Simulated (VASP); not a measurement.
# SnO: vibrations by perturbation theory with LDA

The system is SnO.

```
Sn O
1.0
     3.76548    0.00000    0.00000
     0.00000    3.76548    0.00000
     0.00000    0.00000    4.65203
Sn O
2 2
Direct
  0.50000 0.00000 0.24625
  0.00000 0.50000 0.75375
  0.00000 0.00000 0.00000
  0.50000 0.50000 0.00000
```

```json
{
 "Program": "VASP 6.6.1",
 "Task": "vibrations by perturbation theory",
 "Functional": "LDA",
 "Potentials or basis": "VASP PAW LDA potentials, release 64 (Sn_d, O)",
 "Cutoff": "520 eV",
 "k mesh": "8 × 8 × 6",
 "Occupations": "fermi-dirac, width 0.1 eV",
 "Spin": "no spin polarisation",
 "Dipole correction": "no",
 "Further INCAR settings": "ALGO = Normal; EDIFF = 1e-08; IBRION = 8; NSW = 1"
}
```

* Highest phonon frequency at Γ, LO-TO splitting left out: 478 cm⁻¹

Phonon frequencies in cm⁻¹ (negative: imaginary):
```tsv
q point	frequencies
(0.000, 0.000, 0.000)	0 0 0 121 121 213 283 283 362 373 478 478
```

Wall time 17 min on 1 thread of Intel Xeon 8259CL, on a shared host, peak memory 0.49 GiB.
